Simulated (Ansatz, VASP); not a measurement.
One calculation of Mg, two programs

File INCAR:

```
  PREC = Accurate
  ENCUT = 520
  EDIFF = 1E-6
  ISMEAR = -1
  SIGMA = 0.1
  LREAL = F
  LASPH = T
  NELM = 100
  ALGO = Normal
  ISIF = 2
  LWAVE = F
  LCHARG = F
  GGA = RP
  NBANDS = 7
```

File KPOINTS:

```
regular mesh
0
Gamma
  13 13 13
```

File POSCAR:

```
Mg
1.0
    0.0000000000      2.3452492060      2.3452492060
    2.3452492060      0.0000000000      2.3452492060
    2.3452492060      2.3452492060      0.0000000000
Mg
1
Direct
    0.0000000000      0.0000000000      0.0000000000
```

Input for Ansatz:

```yaml
crystal:
  lattice:
    - [0.0, 2.345249206, 2.345249206]
    - [2.345249206, 0.0, 2.345249206]
    - [2.345249206, 2.345249206, 0.0]
  atoms:
    - { symbol: Mg, position: [0.0, 0.0, 0.0] }
hamiltonian:
  xc: rpbe
  pseudopotentials:
    kind: paw
    azcp:
      Mg: "pseudopotentials/Mg.paw.azcp"
basis:
  ecutwfc: 420
  fft_grid_basis: typed
kpoints:
  mp_grid: { grid: [13, 13, 13], shift: [0, 0, 0] }
magnetization:
  spin_polarized: false
scf:
  occupations: { method: fermi_dirac, width: 0.1 }
  lower_state_search: "off"
output:
  stress: true
```

Alike in both runs: task single point; functional RPBE; k mesh 13 × 13 × 13; occupations fermi-dirac, width 0.1 eV; no spin polarisation.

|  | VASP | Ansatz |
| --- | --- | --- |
| version | VASP 6.6.1 | Ansatz 0.2.0 |
| potentials or method | VASP PAW PBE potentials, release 64 (Mg), cutoff 520 eV | plane waves (420 eV) with PAW, scalar-relativistic |
| valence electrons in the cell | 2 | 10 |

```csv
,VASP,Ansatz,Ansatz less VASP
pressure (GPa),-2.3,-2.2,+0.17
```

VASP's potentials were made for PBE, not for RPBE. With one functional, cell and mesh, what is left measures potentials, basis and numerics. VASP's potentials hold 2 valence electrons a cell and Ansatz's 10, so a difference there can come from the potentials and not from the codes.
